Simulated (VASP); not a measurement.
# SnSe (Fmmm) in VASP: notebook

The runs below take SnSe through single point, with LDA.

Everything below comes from runs of VASP 6.6.1. Logs are shortened: lines on timing, memory, paths and dates and some standing lists are left out, and cuts for length are marked.

### 1 The cell of the first run

It takes space group Fmmm (No. 69, orthorhombic). The conventional cell has a = 5.900 Å, b = 6.020 Å, c = 6.140 Å, α = 90.00°, β = 90.00°, γ = 90.00°. Sn (site symmetry mmm) has 6 Se at 2.95 to 3.07 Å within 3.9 Å. Se (site symmetry mmm) has 6 Sn at 2.95 to 3.07 Å within 3.9 Å.

### 2 Single point, LDA (strain -0.0200 x Voigt [1, -1, 0, 0, 0, 0])

The input, INCAR:

```
PREC     = Accurate       # precision mode
ENCUT    = 520            # plane-wave cutoff, eV
EDIFF    = 1E-7           # SCF threshold, eV
ISMEAR   = 0              # smearing method
SIGMA    = 0.05           # smearing width, eV
LREAL    = False          # projectors in reciprocal space
LASPH    = True           # aspherical terms in the spheres
NELM     = 80             # most SCF steps
ALGO     = Normal         # electronic algorithm
ISIF     = 2              # what is computed and relaxed
LWAVE    = False          # write WAVECAR
LCHARG   = False          # write CHGCAR
NBANDS   = 17             # bands
```

The input, KPOINTS:

```
regular mesh
0
Gamma
  8 8 8
```

The input, POSCAR:

```
SnSe
1.0
    0.0000000000      3.0702000000      3.0100000000
    2.9498000000      0.0000000000      3.0100000000
    2.9498000000      3.0702000000      0.0000000000
Sn Se
1 1
Direct
    0.0000000000      0.0000000000      0.0000000000
    0.5000000000      0.5000000000      0.5000000000
```

Potentials or basis: VASP PAW LDA potentials, release 64 (Sn_d, Se).

Command:

```
$ cat potpaw_LDA.64/Sn_d/POTCAR potpaw_LDA.64/Se/POTCAR > POTCAR
$ mpirun -np 1 vasp_std > vasp.out
```

OUTCAR:

```text
PREC = Accurate
   ENCUT = 520
   EDIFF = 1E-7
   ISMEAR = 0
   LREAL = False
   LASPH = True
   NELM = 80
   ISIF = 2

 ion  position               nearest neighbor table
   1  0.000  0.000  0.000-   2 2.95   2 2.95   2 3.01   2 3.01   2 3.07   2 3.07
   2  0.500  0.500  0.500-   1 2.95   1 2.95   1 3.01   1 3.01   1 3.07   1 3.07

  LATTYP: Found a face centered orthorhombic cell.
 ALAT       =     5.8996000000
 B/A-ratio  =     1.0204081633
 C/A-ratio  =     1.0408163265

  Lattice vectors:

 A1 = (   0.0000000000,   3.0702000000,  -3.0100000000)
 A2 = (   2.9498000000,   3.0702000000,   0.0000000000)
 A3 = (   2.9498000000,   0.0000000000,  -3.0100000000)

Analysis of symmetry for initial positions (statically):
=====================================================================
 Subroutine PRICEL returns:
 Original cell was already a primitive cell.

 Routine SETGRP: Setting up the symmetry group for a
 face centered orthorhombic supercell.

 Subroutine GETGRP returns: Found  8 space group operations
 (whereof  8 operations were pure point group operations)
 out of a pool of  8 trial point group operations.

The static configuration has the point symmetry D_2h.

Analysis of symmetry for dynamics (positions and initial velocities):
=====================================================================
 Subroutine PRICEL returns:
 Original cell was already a primitive cell.

 Routine SETGRP: Setting up the symmetry group for a
 face centered orthorhombic supercell.

 Subroutine GETGRP returns: Found  8 space group operations
 (whereof  8 operations were pure point group operations)
 out of a pool of  8 trial point group operations.

The dynamic configuration has the point symmetry D_2h.

 Subroutine INISYM returns: Found  8 space group operations
 (whereof  8 operations are pure point group operations),
 and found     1 'primitive' translations

----------------------------------------------------------------------------------------

                                     Primitive cell

  volume of cell :      54.5200

  direct lattice vectors                    reciprocal lattice vectors
     0.000000000  3.070200000  3.010000000    -0.169503017  0.162855840  0.166112957
     2.949800000  0.000000000  3.010000000     0.169503017 -0.162855840  0.166112957
     2.949800000  3.070200000  0.000000000     0.169503017  0.162855840 -0.166112957

  length of vectors
     4.299561378  4.214429978  4.257634094     0.287831221  0.287831221  0.287831221

  position of ions in fractional coordinates (direct lattice)
     0.000000000  0.000000000  0.000000000
     0.500000000  0.500000000  0.500000000

  ion indices of the primitive-cell ions
   primitive index   ion index
                 1           1
                 2           2

----------------------------------------------------------------------------------------

 KPOINTS: regular mesh

Automatic generation of k-mesh.
 Grid dimensions read from file:
 generate k-points for:    8    8    8

 Generating k-lattice:

  Cartesian coordinates                     Fractional coordinates (reciprocal lattice)
    -0.021187877  0.020356980  0.020764120     0.125000000  0.000000000 -0.000000000
     0.021187877 -0.020356980  0.020764120     0.000000000  0.125000000  0.000000000
     0.021187877  0.020356980 -0.020764120    -0.000000000 -0.000000000  0.125000000

  Length of vectors
     0.035978903  0.035978903  0.035978903

  Shift w.r.t. Gamma in fractional coordinates (k-lattice)
     0.000000000  0.000000000  0.000000000

 Subroutine IBZKPT returns following result:
 ===========================================

 Found     95 irreducible k-points:

 Following reciprocal coordinates:
            Coordinates               Weight
  0.000000  0.000000  0.000000      1.000000
  0.125000  0.000000 -0.000000      8.000000
  0.250000  0.000000 -0.000000      8.000000
  0.375000  0.000000 -0.000000      8.000000
  0.500000  0.000000 -0.000000      4.000000
  0.125000  0.125000  0.000000      2.000000
[... 16 lines left out ...]
  0.250000 -0.000000  0.125000      8.000000
  0.375000  0.000000  0.125000      8.000000
 [... further k-points ...]
   k-points           NKPTS =     95   k-points in BZ     NKDIM =     95   number of bands    NBANDS=     17
   number of dos      NEDOS =    301   number of ions     NIONS =      2
   total plane-waves  NPLWV =  32768
   dimension x,y,z NGX =    32 NGY =   32 NGZ =   32
   dimension x,y,z NGXF=    64 NGYF=   64 NGZF=   64
   ions per type =               1   1
   NGX,Y,Z   is equivalent  to a cutoff of  12.37, 12.62, 12.49 a.u.
   NGXF,Y,Z  is equivalent  to a cutoff of  24.75, 25.25, 24.99 a.u.
 SYSTEM =  unknown system
   PREC   = accura    normal or accurate (medium, high low for compatibility)
   ISTART =      0    job   : 0-new  1-cont  2-samecut
   ICHARG =      2    charge: 1-file 2-atom 10-const
   ISPIN  =      1    spin polarized calculation?
   LNONCOLLINEAR =      F non collinear calculations
   LSORBIT =      F    spin-orbit coupling
   LASPH  =      T    aspherical Exc in radial PAW
   ENCUT  =  520.0 eV  38.22 Ry    6.18 a.u.   7.99  7.84  7.92*2*pi/ulx,y,z
   NELM   =     80;   NELMIN=  2; NELMDL= -5     # of ELM steps
   EDIFF  = 0.1E-06   stopping-criterion for ELM
   LREAL  =      F    real-space projection
   EDIFFG = 0.1E-05   stopping-criterion for IOM
   NSW    =      0    number of steps for IOM
   IBRION =     -1    ionic relax: 0-MD 1-quasi-New 2-CG
   NFREE  =      0    steps in history (QN), initial steepest desc. (CG)
   ISIF   =      2    stress and relaxation
   ISYM   =      2    0-nonsym 1-usesym 2-fastsym
   POTIM  = 0.5000    time-step for ionic-motion
   TEBEG  =    0.0;   TEEND  =   0.0 temperature during run
   PSTRESS=    0.0 pullay stress
   NELECT =      20.0000    total number of electrons
   NUPDOWN=      -1.0000    fix difference up-down
   EMIN   =  10.00;   EMAX   =-10.00  energy-range for DOS
   EFERMI =   0.00;   METHOD = LEGACY
   ISMEAR =     0;   SIGMA  =   0.05  broadening in eV -4-tet -1-fermi 0-gaus
   EFERMI_NEDOS =   21; number of points for ismear=-14 and -15
   IALGO  =     38    algorithm
   IMIX   =      4    mixing-type and parameters
     AMIX     =   0.40;   BMIX     =  1.00
     AMIX_MAG =   1.60;   BMIX_MAG =  1.00
  volume/ion in A,a.u.               =      27.26       183.96
  Fermi-wavevector in a.u.,A,eV,Ry     =   1.171924  2.214616 18.686333  1.373407
  Thomas-Fermi vector in A             =   2.308361
   LORBIT       =      0    0 simple, 1 ext, 2 COOP (PROOUT), +10 PAW based schemes
   GGA     = CA    functional components
   LHFCALC =     F    Hartree Fock is set to
   AEXX    =    0.0000 exact exchange contribution
   IVDW    =     0    specifies the selected vdW correction
   LEPSILON=     F    determine dielectric tensor
   LRPA    =     F    only Hartree local field effects (RPA)
 non-spin polarized calculation
 Gauss-broadening in eV      SIGMA  =   0.05
  energy-cutoff  :      520.00
  volume of cell :       54.52
 maximum number of plane-waves:      1484
   NGX = 15   NGY = 15   NGZ = 15

 number of electron      20.0000004 magnetization

 Free energy of the ion-electron system (eV)
  ---------------------------------------------------
  ext. energy  EPLUGINS =         0.00000000
  ---------------------------------------------------
  free energy    TOTEN  =        -9.46034566 eV

  energy without entropy =       -9.46034566  energy(sigma->0) =       -9.46034566

 E-fermi :   5.5921     XC(G=0):  -9.8826

 val. band max:        5.3219373180   @ k =   0.5000   0.0000  -0.0000
 cond. band min:       5.9837445061   @ k =   0.5000   0.0000  -0.0000
 fundamental gap:      0.6618071881
 Fermi energy:         5.5921105743

 k-point     1 :       0.0000    0.0000    0.0000
  band No.  band energies     occupation
      1     -16.0751      2.00000
      2     -16.0708      2.00000
      3     -16.0653      2.00000
      4     -16.0606      2.00000
      5     -16.0597      2.00000
      6      -8.4497      2.00000
[... 9 lines left out ...]
     16      11.4435      0.00000
     17      13.2691      0.00000

 k-point     2 :       0.1250    0.0000   -0.0000
  band No.  band energies     occupation
      1     -16.0756      2.00000
      2     -16.0701      2.00000
      3     -16.0644      2.00000
      4     -16.0612      2.00000
      5     -16.0583      2.00000
      6      -8.3400      2.00000
[... 9 lines left out ...]
     16      11.7318      0.00000
     17      14.2145      0.00000

 k-point     3 :       0.2500    0.0000   -0.0000
  band No.  band energies     occupation
      1     -16.0773      2.00000
      2     -16.0694      2.00000
      3     -16.0647      2.00000
      4     -16.0592      2.00000
      5     -16.0543      2.00000
      6      -8.0442      2.00000
[... 9 lines left out ...]
     16      12.6438      0.00000
     17      16.1914      0.00000

 k-point     4 :       0.3750    0.0000   -0.0000
  band No.  band energies     occupation
      1     -16.0795      2.00000
      2     -16.0708      2.00000
      3     -16.0649      2.00000
      4     -16.0555      2.00000
      5     -16.0498      2.00000
      6      -7.6864      2.00000
[... 9 lines left out ...]
     16      14.1401      0.00000
     17      16.7091      0.00000
[... 343 lines left out ...]
      1     -16.0778      2.00000
      2     -16.0686      2.00000
      3     -16.0627      2.00000
      4     -16.0606      2.00000
      5     -16.0598      2.00000
      6      -8.3118      2.00000
[... 9 lines left out ...]
     16      12.3834      0.00000
     17      13.9417      0.00000

 k-point    23 :       0.2500   -0.0000    0.1250
  band No.  band energies     occupation
      1     -16.0806      2.00000
      2     -16.0668      2.00000
      3     -16.0618      2.00000
      4     -16.0596      2.00000
      5     -16.0578      2.00000
      6      -8.0851      2.00000
[... 9 lines left out ...]
     16      13.2597      0.00000
     17      15.1670      0.00000

 k-point    24 :       0.3750    0.0000    0.1250
  band No.  band energies     occupation
      1     -16.0826      2.00000
      2     -16.0674      2.00000
      3     -16.0625      2.00000
      4     -16.0558      2.00000
      5     -16.0539      2.00000
      6      -7.7452      2.00000
[... 9 lines left out ...]
     16      14.6037      0.00000
     17      16.7166      0.00000

 [... further k-points ...]
[... 5 lines left out ...]
  --------------------------------------------------------------------------------------
  -------------------------------------------------------------------------------------
  Total       -0.2792414     -1.7761901     -1.1204332      0.0000000      0.0000000      0.0000000
  in kB       -8.2060600    -52.1968518    -32.9261415      0.0000000      0.0000000      0.0000000
  external PRESSURE =     -31.1096845 kB  Pullay stress =       0.0000000 kB

 VOLUME and BASIS-vectors are now :
 -----------------------------------------------------------------------------
  energy-cutoff  :      520.00
  volume of cell :       54.52
      direct lattice vectors                 reciprocal lattice vectors
     0.000000000  3.070200000  3.010000000    -0.169503017  0.162855840  0.166112957
     2.949800000  0.000000000  3.010000000     0.169503017 -0.162855840  0.166112957
     2.949800000  3.070200000  0.000000000     0.169503017  0.162855840 -0.166112957

 POSITION                                       TOTAL-FORCE (eV/Angst)
 -----------------------------------------------------------------------------------
      0.00000      0.00000      0.00000        -0.000000      0.000000      0.000000
      2.94980      3.07020      3.01000         0.000000     -0.000000     -0.000000
 -----------------------------------------------------------------------------------
    total drift:                                0.000000     -0.000000     -0.000000

  FREE ENERGIE OF THE ION-ELECTRON SYSTEM (eV)
  ---------------------------------------------------
  free  energy   TOTEN  =        -9.4603456566 eV

  energy  without entropy=       -9.4603456566  energy(sigma->0) =       -9.46034566
```

It took 92 s on 1 thread of Intel Xeon 6975P-C, shared host; peak memory 0.22 GiB.

What came out:

```yaml
Free_energy: -9.4603 eV
Pressure: -3.1 GPa
Band_gap_on_the_k_mesh: 0.66 eV, direct
```

Stress tensor (GPa, compression positive):
```
-0.82  0.00  0.00
 0.00 -5.22  0.00
 0.00  0.00 -3.29
```

Caveat: the cell differs from its parent crystal (strain -0.0200 x Voigt [1, -1, 0, 0, 0, 0]); spin-orbit coupling is left out, which moves the levels of the heavy elements.

### 3 Single point, LDA (strain +0.0350 x Voigt [1, -1, 0, 0, 0, 0])

The input, INCAR:

```
ALGO = Normal
EDIFF = 1E-6
ENCUT = 520
GGA = CA
ISIF = 2
ISMEAR = 0
LASPH = T
LCHARG = T
LELF = T
LREAL = F
LVHAR = T
LWAVE = F
NBANDS = 17
NELM = 80
PREC = Accurate
SIGMA = 0.05
```

The input, KPOINTS:

```
k-points
0
Gamma
  8 8 8
```

The input, POSCAR:

```
SnSe
1.0
    0.0000000000      2.9046500000      3.0100000000
    3.1153500000      0.0000000000      3.0100000000
    3.1153500000      2.9046500000      0.0000000000
Sn Se
1 1
Direct
    0.0000000000      0.0000000000      0.0000000000
    0.5000000000      0.5000000000      0.5000000000
```

Potentials or basis: VASP PAW LDA potentials, release 64 (Sn_d, Se).

Command:

```
$ cat potpaw_LDA.64/Sn_d/POTCAR potpaw_LDA.64/Se/POTCAR > POTCAR
$ mpirun -np 1 vasp_std > vasp.out
```

OUTCAR:

```text
EDIFF = 1E-6
   ENCUT = 520
   GGA = CA
   ISIF = 2
   ISMEAR = 0
   LASPH = T
   LREAL = F
   NELM = 80
   PREC = Accurate

 ion  position               nearest neighbor table
   1  0.000  0.000  0.000-   2 2.90   2 2.90   2 3.01   2 3.01   2 3.12   2 3.12
   2  0.500  0.500  0.500-   1 2.90   1 2.90   1 3.01   1 3.01   1 3.12   1 3.12

  LATTYP: Found a face centered orthorhombic cell.
 ALAT       =     5.8093000000
 B/A-ratio  =     1.0362694301
 C/A-ratio  =     1.0725388601

  Lattice vectors:

 A1 = (  -3.1153500000,   0.0000000000,  -3.0100000000)
 A2 = (  -3.1153500000,   2.9046500000,   0.0000000000)
 A3 = (   0.0000000000,   2.9046500000,  -3.0100000000)

Analysis of symmetry for initial positions (statically):
=====================================================================
 Subroutine PRICEL returns:
 Original cell was already a primitive cell.

 Routine SETGRP: Setting up the symmetry group for a
 face centered orthorhombic supercell.

 Subroutine GETGRP returns: Found  8 space group operations
 (whereof  8 operations were pure point group operations)
 out of a pool of  8 trial point group operations.
[... 157 lines left out ...]
  ext. energy  EPLUGINS =         0.00000000
  ---------------------------------------------------
  free energy    TOTEN  =        -9.43006307 eV

  energy without entropy =       -9.43006307  energy(sigma->0) =       -9.43006307

 E-fermi :   5.6631     XC(G=0):  -9.8830

 val. band max:        5.3708891817   @ k =   0.5000   0.1250   0.1250
 cond. band min:       5.9903969140   @ k =  -0.3750   0.1250  -0.0000
 fundamental gap:      0.6195077323
 Fermi energy:         5.6630665963

 k-point     1 :       0.0000    0.0000    0.0000
  band No.  band energies     occupation
      1     -16.0717      2.00000
      2     -16.0649      2.00000
      3     -16.0556      2.00000
      4     -16.0468      2.00000
      5     -16.0459      2.00000
      6      -8.4581      2.00000
[... 457 lines left out ...]
      4     -16.0461      2.00000
      5     -16.0340      2.00000
      6      -7.7013      2.00000
[... 9 lines left out ...]
     16      14.8835      0.00000
     17      16.2591      0.00000

 [... further k-points ...]
[... 5 lines left out ...]
  --------------------------------------------------------------------------------------
  -------------------------------------------------------------------------------------
  Total       -2.1464790      0.4951031     -1.1093888      0.0000000      0.0000000      0.0000000
  in kB      -63.1306240     14.5616009    -32.6285088      0.0000000      0.0000000      0.0000000
  external PRESSURE =     -27.0658440 kB  Pullay stress =       0.0000000 kB

 VOLUME and BASIS-vectors are now :
 -----------------------------------------------------------------------------
  energy-cutoff  :      520.00
  volume of cell :       54.47
      direct lattice vectors                 reciprocal lattice vectors
     0.000000000  2.904650000  3.010000000    -0.160495610  0.172137779  0.166112957
     3.115350000  0.000000000  3.010000000     0.160495610 -0.172137779  0.166112957
     3.115350000  2.904650000  0.000000000     0.160495610  0.172137779 -0.166112957

 POSITION                                       TOTAL-FORCE (eV/Angst)
 -----------------------------------------------------------------------------------
      0.00000      0.00000      0.00000         0.000000      0.000000     -0.000000
      3.11535      2.90465      3.01000         0.000000      0.000000      0.000000
 -----------------------------------------------------------------------------------
    total drift:                                0.000000     -0.000000     -0.000000

  FREE ENERGIE OF THE ION-ELECTRON SYSTEM (eV)
  ---------------------------------------------------
  free  energy   TOTEN  =        -9.4300630673 eV

  energy  without entropy=       -9.4300630673  energy(sigma->0) =       -9.43006307
```

OSZICAR:

```text
N       E                     dE             d eps       ncg     rms          rms(c)
DAV:   1     0.133627466271E+03    0.13363E+03   -0.98180E+03  3272   0.145E+03
DAV:   2     0.340217812337E+01   -0.13023E+03   -0.12637E+03  3439   0.347E+02
DAV:   3    -0.928320440680E+01   -0.12685E+02   -0.12597E+02  3996   0.951E+01
DAV:   4    -0.961698912527E+01   -0.33378E+00   -0.33349E+00  3900   0.164E+01
DAV:   5    -0.962645004693E+01   -0.94609E-02   -0.94603E-02  4778   0.269E+00    0.322E+00
DAV:   6    -0.943842335066E+01    0.18803E+00   -0.46664E-01  4776   0.402E+00    0.194E+00
DAV:   7    -0.943174830615E+01    0.66750E-02   -0.67451E-02  3879   0.120E+00    0.928E-01
DAV:   8    -0.943024453702E+01    0.15038E-02   -0.68713E-03  3942   0.700E-01    0.812E-02
DAV:   9    -0.943005664933E+01    0.18789E-03   -0.13022E-03  4630   0.259E-01    0.409E-02
DAV:  10    -0.943006233748E+01   -0.56882E-05   -0.10096E-04  3809   0.600E-02    0.895E-03
DAV:  11    -0.943006306728E+01   -0.72980E-06   -0.55061E-06  4405   0.169E-02
   1 F= -.94300631E+01 E0= -.94300631E+01  d E =-.652242E-18
```

Run time: 89 s. Hardware: 1 thread of Intel Xeon 6975P-C, shared host; peak memory 0.22 GiB.

What came out:

```
Free energy            : -9.4301 eV
Pressure               : -2.7 GPa
Band gap on the k mesh : 0.62 eV, indirect (least direct gap 0.67 eV)
```

Levels at points of the mesh, in eV from the valence-band top:
```
           k point  band 8  band 9  band 10  band 11  band 12  band 13
(0.00, 0.00, 0.00)   -2.47   -2.09    -1.79     3.53     4.27     5.18
(0.50, 0.00, 0.00)   -1.91   -1.80    -0.06     0.67     1.12     1.44
(0.50, 0.50, 0.00)   -5.43   -3.96    -3.17     3.07     4.51     5.96
(0.50, 0.00, 0.50)   -5.50   -3.84    -3.46     2.94     4.78     5.57
(0.00, 0.50, 0.50)   -5.35   -3.70    -3.29     3.17     5.08     5.51
```

Caveat: the cell differs from its parent crystal (strain +0.0350 x Voigt [1, -1, 0, 0, 0, 0]); spin-orbit coupling is left out, which moves the levels of the heavy elements. A k mesh can miss the band edges.
